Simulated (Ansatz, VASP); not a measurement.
# Eu: VASP beside Ansatz

```
Eu
1.0
     0.00000    2.71284    2.71284
     2.71284    0.00000    2.71284
     2.71284    2.71284    0.00000
Eu
1
Direct
  0.00000 0.00000 0.00000
```

Alike in both runs: task single point; functional r2SCAN; k mesh 7 × 7 × 7; occupations fermi-dirac, width 0.1 eV; collinear spin.

|  | VASP | Ansatz |
| --- | --- | --- |
| version | VASP 6.6.1 | Ansatz 0.2.0 |
| potentials or method | VASP PAW PBE potentials, release 64 (Eu), cutoff 520 eV | plane waves, PAW |
| valence electrons in the cell | 17 | 17 |

```csv
,VASP,Ansatz,Ansatz less VASP
pressure (GPa),0.5,0.9,+0.37
net moment per atom (μB),7.79,7.80,+0.012
size of the moment on the site where the two differ most (μB),6.72,7.34,+0.617
```

VASP's potentials were made for PBE, not for r2SCAN. Site moments also hang on the region over which each program counts them. Ansatz's warnings: given moment on shells, stability check not made.

Spin-orbit coupling is off throughout.
